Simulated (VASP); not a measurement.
# LiCl (P6_3mc) in VASP: further runs

LiCl is run at these levels: PBE; tasks: single point, relaxation of cell and atoms.

Program: VASP 6.6.1. These are calculated values, not measurements. Logs are shortened: lines on timing, memory, paths and dates and some standing lists are left out, and cuts for length are marked.

## (1) The cell of the first run

It takes space group P6_3mc (No. 186, hexagonal). The conventional cell has a = 3.934 Å, b = 3.934 Å, c = 6.237 Å, α = 90.00°, β = 90.00°, γ = 120.00°. Li (site symmetry 3m) has 4 Cl at 2.39 Å within 3.2 Å. Cl (site symmetry 3m) has 4 Li at 2.39 Å within 3.2 Å.

## (2) Single point, PBE

INCAR

```
PREC = Accurate ; ENCUT = 520
EDIFF = 1E-7 ; ISMEAR = 0
SIGMA = 0.1 ; LREAL = F
LASPH = T ; NELM = 80
ALGO = Normal ; ISIF = 2
LWAVE = F ; LCHARG = F
GGA = PE ; NBANDS = 18
```

KPOINTS

```
regular mesh
0
Gamma
  6 6 4
```

POSCAR

```
LiCl
1.0
    3.9336611182      0.0000000000      0.0000000000
   -1.9668305591      3.4066504583      0.0000000000
    0.0000000000      0.0000000000      6.2374193141
Li Cl
2 2
Direct
    0.3333333333      0.6666666667      0.8165986353
    0.6666666667      0.3333333333      0.3165986353
    0.6666666667      0.3333333333      0.9334482335
    0.3333333333      0.6666666667      0.4334482335
```

Potentials or basis: VASP PAW PBE potentials, release 64 (Li_sv, Cl).

Started as:

```bash
cat potpaw_PBE.64/Li_sv/POTCAR potpaw_PBE.64/Cl/POTCAR > POTCAR
mpirun -np 1 vasp_std > vasp.out
```

OUTCAR:

```text
PREC = Accurate
   ENCUT = 520
   EDIFF = 1E-7
   ISMEAR = 0
   LREAL = F
   LASPH = T
   NELM = 80
   ISIF = 2
   GGA = PE

 ion  position               nearest neighbor table
   1  0.333  0.667  0.817-   3 2.39   3 2.39   3 2.39   4 2.39
   2  0.667  0.333  0.317-   4 2.39   4 2.39   4 2.39   3 2.39
   3  0.667  0.333  0.933-   1 2.39   1 2.39   1 2.39   2 2.39
   4  0.333  0.667  0.433-   2 2.39   2 2.39   2 2.39   1 2.39

  LATTYP: Found a hexagonal cell.
 ALAT       =     3.9336611182
 C/A-ratio  =     1.5856524308

  Lattice vectors:

 A1 = (   3.9336611182,   0.0000000000,   0.0000000000)
 A2 = (  -1.9668305591,   3.4066504583,   0.0000000000)
 A3 = (   0.0000000000,   0.0000000000,   6.2374193141)

Analysis of symmetry for initial positions (statically):
=====================================================================
 Subroutine PRICEL returns:
 Original cell was already a primitive cell.

 Routine SETGRP: Setting up the symmetry group for a
 hexagonal supercell.

 Subroutine GETGRP returns: Found 12 space group operations
 (whereof  6 operations were pure point group operations)
 out of a pool of 24 trial point group operations.

The static configuration has the point symmetry C_3v.
 The point group associated with its full space group is C_6v.

Analysis of symmetry for dynamics (positions and initial velocities):
=====================================================================
 Subroutine PRICEL returns:
 Original cell was already a primitive cell.

 Routine SETGRP: Setting up the symmetry group for a
 hexagonal supercell.

 Subroutine GETGRP returns: Found 12 space group operations
 (whereof  6 operations were pure point group operations)
 out of a pool of 24 trial point group operations.

The dynamic configuration has the point symmetry C_3v.
 The point group associated with its full space group is C_6v.

 Subroutine INISYM returns: Found 12 space group operations
 (whereof  6 operations are pure point group operations),
 and found     1 'primitive' translations

----------------------------------------------------------------------------------------

                                     Primitive cell

  volume of cell :      83.5852

  direct lattice vectors                    reciprocal lattice vectors
     3.933661118  0.000000000  0.000000000     0.254216103  0.146771735  0.000000000
    -1.966830559  3.406650458  0.000000000     0.000000000  0.293543471  0.000000000
     0.000000000  0.000000000  6.237419314     0.000000000  0.000000000  0.160322715

  length of vectors
     3.933661118  3.933661118  6.237419314     0.293543471  0.293543471  0.160322715

  position of ions in fractional coordinates (direct lattice)
     0.333333333  0.666666667  0.816598635
     0.666666667  0.333333333  0.316598635
     0.666666667  0.333333333  0.933448234
     0.333333333  0.666666667  0.433448234

  ion indices of the primitive-cell ions
   primitive index   ion index
                 1           1
                 2           2
                 3           3
                 4           4

----------------------------------------------------------------------------------------

 KPOINTS: regular mesh

Automatic generation of k-mesh.
 Grid dimensions read from file:
 generate k-points for:    6    6    4

 Generating k-lattice:

  Cartesian coordinates                     Fractional coordinates (reciprocal lattice)
     0.042369351  0.024461956  0.000000000     0.166666667 -0.000000000  0.000000000
     0.000000000  0.048923912  0.000000000     0.000000000  0.166666667  0.000000000
     0.000000000  0.000000000  0.040080679     0.000000000  0.000000000  0.250000000

  Length of vectors
     0.048923912  0.048923912  0.040080679

  Shift w.r.t. Gamma in fractional coordinates (k-lattice)
     0.000000000  0.000000000  0.000000000

 Subroutine IBZKPT returns following result:
 ===========================================

 Found     21 irreducible k-points:

 Following reciprocal coordinates:
            Coordinates               Weight
  0.000000  0.000000  0.000000      1.000000
  0.166667  0.000000  0.000000      6.000000
  0.333333  0.000000  0.000000      6.000000
  0.500000  0.000000  0.000000      3.000000
  0.166667  0.166667  0.000000      6.000000
  0.333333  0.166667  0.000000     12.000000
[... 13 lines left out ...]
  0.333333  0.166667  0.500000     12.000000
  0.333333  0.333333  0.500000      2.000000
   k-points           NKPTS =     21   k-points in BZ     NKDIM =     21   number of bands    NBANDS=     18
   number of dos      NEDOS =    301   number of ions     NIONS =      4
   total plane-waves  NPLWV =  43200
   dimension x,y,z NGX =    30 NGY =   30 NGZ =   48
   dimension x,y,z NGXF=    60 NGYF=   60 NGZF=   96
   ions per type =               2   2
   NGX,Y,Z   is equivalent  to a cutoff of  12.68, 12.68, 12.79 a.u.
   NGXF,Y,Z  is equivalent  to a cutoff of  25.36, 25.36, 25.59 a.u.
 SYSTEM =  unknown system
   PREC   = accura    normal or accurate (medium, high low for compatibility)
   ISTART =      0    job   : 0-new  1-cont  2-samecut
   ICHARG =      2    charge: 1-file 2-atom 10-const
   ISPIN  =      1    spin polarized calculation?
   LNONCOLLINEAR =      F non collinear calculations
   LSORBIT =      F    spin-orbit coupling
   LASPH  =      T    aspherical Exc in radial PAW
   ENCUT  =  520.0 eV  38.22 Ry    6.18 a.u.   7.31  7.31 11.60*2*pi/ulx,y,z
   NELM   =     80;   NELMIN=  2; NELMDL= -5     # of ELM steps
   EDIFF  = 0.1E-06   stopping-criterion for ELM
   LREAL  =      F    real-space projection
   EDIFFG = 0.1E-05   stopping-criterion for IOM
   NSW    =      0    number of steps for IOM
   IBRION =     -1    ionic relax: 0-MD 1-quasi-New 2-CG
   NFREE  =      0    steps in history (QN), initial steepest desc. (CG)
   ISIF   =      2    stress and relaxation
   ISYM   =      2    0-nonsym 1-usesym 2-fastsym
   POTIM  = 0.5000    time-step for ionic-motion
   TEBEG  =    0.0;   TEEND  =   0.0 temperature during run
   PSTRESS=    0.0 pullay stress
   NELECT =      20.0000    total number of electrons
   NUPDOWN=      -1.0000    fix difference up-down
   EMIN   =  10.00;   EMAX   =-10.00  energy-range for DOS
   EFERMI =   0.00;   METHOD = LEGACY
   ISMEAR =     0;   SIGMA  =   0.10  broadening in eV -4-tet -1-fermi 0-gaus
   EFERMI_NEDOS =   21; number of points for ismear=-14 and -15
   IALGO  =     38    algorithm
   IMIX   =      4    mixing-type and parameters
     AMIX     =   0.40;   BMIX     =  1.00
     AMIX_MAG =   1.60;   BMIX_MAG =  1.00
  volume/ion in A,a.u.               =      20.90       141.02
  Fermi-wavevector in a.u.,A,eV,Ry     =   1.016346  1.920616 14.054269  1.032960
  Thomas-Fermi vector in A             =   2.149685
   LORBIT       =      0    0 simple, 1 ext, 2 COOP (PROOUT), +10 PAW based schemes
   GGA     = PE    functional components
   LHFCALC =     F    Hartree Fock is set to
   AEXX    =    0.0000 exact exchange contribution
   IVDW    =     0    specifies the selected vdW correction
   LEPSILON=     F    determine dielectric tensor
   LRPA    =     F    only Hartree local field effects (RPA)
 non-spin polarized calculation
 Gauss-broadening in eV      SIGMA  =   0.10
  energy-cutoff  :      520.00
  volume of cell :       83.59
 maximum number of plane-waves:      2285
 NGX is ok and might be reduce to    30
   NGX = 15   NGY = 15   NGZ = 23

 number of electron      20.0000011 magnetization

 Free energy of the ion-electron system (eV)
  ---------------------------------------------------
  ext. energy  EPLUGINS =         0.00000000
  ---------------------------------------------------
  free energy    TOTEN  =       -14.87208464 eV

  energy without entropy =      -14.87208464  energy(sigma->0) =      -14.87208464

 E-fermi :  -0.6699     XC(G=0):  -7.6312

 val. band max:       -1.2001088660   @ k =   0.0000   0.0000   0.0000
 cond. band min:       4.7300820766   @ k =   0.0000   0.0000   0.0000
 fundamental gap:      5.9301909426
 Fermi energy:        -0.6699433547

 k-point     1 :       0.0000    0.0000    0.0000
  band No.  band energies     occupation
      1     -44.1711      2.00000
      2     -44.1696      2.00000
      3     -13.9671      2.00000
      4     -13.6523      2.00000
      5      -3.2635      2.00000
      6      -1.6431      2.00000
[... 10 lines left out ...]
     17       9.6294      0.00000
     18       9.7407      0.00000

 k-point     2 :       0.1667    0.0000    0.0000
  band No.  band energies     occupation
      1     -44.1708      2.00000
      2     -44.1695      2.00000
      3     -13.9101      2.00000
      4     -13.6306      2.00000
      5      -3.1233      2.00000
      6      -2.0121      2.00000
[... 10 lines left out ...]
     17       9.8593      0.00000
     18      10.1504      0.00000

 k-point     3 :       0.3333    0.0000    0.0000
  band No.  band energies     occupation
      1     -44.1701      2.00000
      2     -44.1692      2.00000
      3     -13.7806      2.00000
      4     -13.5977      2.00000
      5      -2.8733      2.00000
      6      -2.5882      2.00000
[... 10 lines left out ...]
     17      10.3008      0.00000
     18      11.2309      0.00000

 k-point     4 :       0.5000    0.0000    0.0000
  band No.  band energies     occupation
      1     -44.1697      2.00000
      2     -44.1692      2.00000
      3     -13.6963      2.00000
      4     -13.5983      2.00000
      5      -3.0888      2.00000
      6      -2.5856      2.00000
[... 312 lines left out ...]
      4     -13.7128      2.00000
      5      -2.6460      2.00000
      6      -2.6460      2.00000
[... 10 lines left out ...]
     17      10.1271      0.00000
     18      10.1271      0.00000

 k-point    20 :       0.3333    0.1667    0.5000
  band No.  band energies     occupation
      1     -44.1695      2.00000
      2     -44.1695      2.00000
      3     -13.6482      2.00000
      4     -13.6482      2.00000
      5      -2.9110      2.00000
      6      -2.9110      2.00000
[... 10 lines left out ...]
     17      10.8157      0.00000
     18      10.8157      0.00000

 k-point    21 :       0.3333    0.3333    0.5000
  band No.  band energies     occupation
      1     -44.1694      2.00000
      2     -44.1694      2.00000
      3     -13.6263      2.00000
      4     -13.6263      2.00000
      5      -2.7270      2.00000
      6      -2.7270      2.00000
[... 10 lines left out ...]
     17      11.1487      0.00000
     18      11.1487      0.00000

------------------------ aborting loop because EDIFF is reached ----------------------------------------

  FORCE on cell =-STRESS in cart. coord.  units (eV):
  Direction    XX          YY          ZZ          XY          YZ          ZX
  --------------------------------------------------------------------------------------
  -------------------------------------------------------------------------------------
  Total       -0.0179487     -0.0179487      0.0657132      0.0000000     -0.0000000      0.0000000
  in kB       -0.3440449     -0.3440449      1.2596030      0.0000000     -0.0000000      0.0000000
  external PRESSURE =       0.1905044 kB  Pullay stress =       0.0000000 kB

 VOLUME and BASIS-vectors are now :
 -----------------------------------------------------------------------------
  energy-cutoff  :      520.00
  volume of cell :       83.59
      direct lattice vectors                 reciprocal lattice vectors
     3.933661118  0.000000000  0.000000000     0.254216103  0.146771735  0.000000000
    -1.966830559  3.406650458  0.000000000     0.000000000  0.293543471  0.000000000
     0.000000000  0.000000000  6.237419314     0.000000000  0.000000000  0.160322715

 POSITION                                       TOTAL-FORCE (eV/Angst)
 -----------------------------------------------------------------------------------
     -0.00000      2.27110      5.09347         0.000000      0.000000     -0.002085
      1.96683      1.13555      1.97476        -0.000000      0.000000     -0.002085
      1.96683      1.13555      5.82231         0.000000      0.000000      0.002085
     -0.00000      2.27110      2.70360        -0.000000      0.000000      0.002085
 -----------------------------------------------------------------------------------
    total drift:                               -0.000000      0.000001     -0.000091

  FREE ENERGIE OF THE ION-ELECTRON SYSTEM (eV)
  ---------------------------------------------------
  free  energy   TOTEN  =       -14.8720846361 eV

  energy  without entropy=      -14.8720846361  energy(sigma->0) =      -14.87208464
```

Run time: 38 s. Hardware: 1 thread of Oxide Virtual Turin-like, shared host; peak memory 0.16 GiB.

What came out:

```yaml
Free_energy: -14.8721 eV
Band_gap_on_the_k_mesh: 5.93 eV
```

Forces on the atoms (eV/Å):
```
Li   0.000  0.000 -0.002
Li   0.000  0.000 -0.002
Cl   0.000  0.000  0.002
Cl   0.000  0.000  0.002
```

Caveat: the cutoff is under 1.25 times the usual one of these potentials, so pressure, stress and relaxed cells hold a basis-set (Pulay) error. A k mesh can miss the band edges.

(Continued in part 2 of 2.)
